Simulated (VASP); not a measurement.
Write the native input for VASP 6.6.1 that does the following.

- Task: electric field gradients
- Functional: PBEsol
- Potentials or basis: VASP PAW PBE potentials, release 64 (Ta_pv, N)
- Cutoff: 520 eV
- k mesh: 12 × 12 × 10
- Occupations: fermi-dirac, width 0.02 eV
- Spin: no spin polarisation
- Dipole correction: no
- Further INCAR settings: ALGO = Normal; EDIFF = 1e-08; NBANDS = 15

The structure of TaN lies in POSCAR:

```
TaN
1.0
    2.8780228691      0.0000000000      0.0000000000
   -1.4390114346      2.4924409174      0.0000000000
    0.0000000000      0.0000000000      2.8241467514
Ta N
1 1
Direct
    0.3333333333      0.6666666667      0.5000000000
    0.0000000000      0.0000000000      0.0000000000
```

This cell differs from its parent crystal: volume scaled by 0.94.

These files were run (other wordings do the same):

INCAR

```
ALGO = Normal ; EDIFF = 1E-8
ENCUT = 520 ; GGA = PS
ISIF = 2 ; ISMEAR = -1
LASPH = True ; LCHARG = False
LEFG = True ; LREAL = False
LWAVE = False ; NBANDS = 15
NELM = 60 ; PREC = Accurate
SIGMA = 0.02
```

KPOINTS

```
k-points
0
Gamma
  12 12 10
```

Potentials or basis: VASP PAW PBE potentials, release 64 (Ta_pv, N).

Run with:

```console
$ cat potpaw_PBE.64/Ta_pv/POTCAR potpaw_PBE.64/N/POTCAR > POTCAR
$ mpirun -np 1 vasp_std > vasp.out
```

Results of the run:

The pressure is 20.5 GPa. The band gap on the k mesh is zero (band 8 reaches 9.17 eV, above the bottom of band 9 at 8.63 eV).

Caveat: without QUAD_EFG the Cq values of the log hold for a quadrupole moment of 1 mb, not for the nuclei; the PAW data sets were made with another functional, which shifts forces and pressure a little; spin-orbit coupling is left out, which moves the levels of the heavy elements.

It took 12 s on 1 thread of Intel(R) Xeon(R) 6975P-C (Granite Rapids) (shared host), peak memory 0.16 GiB.
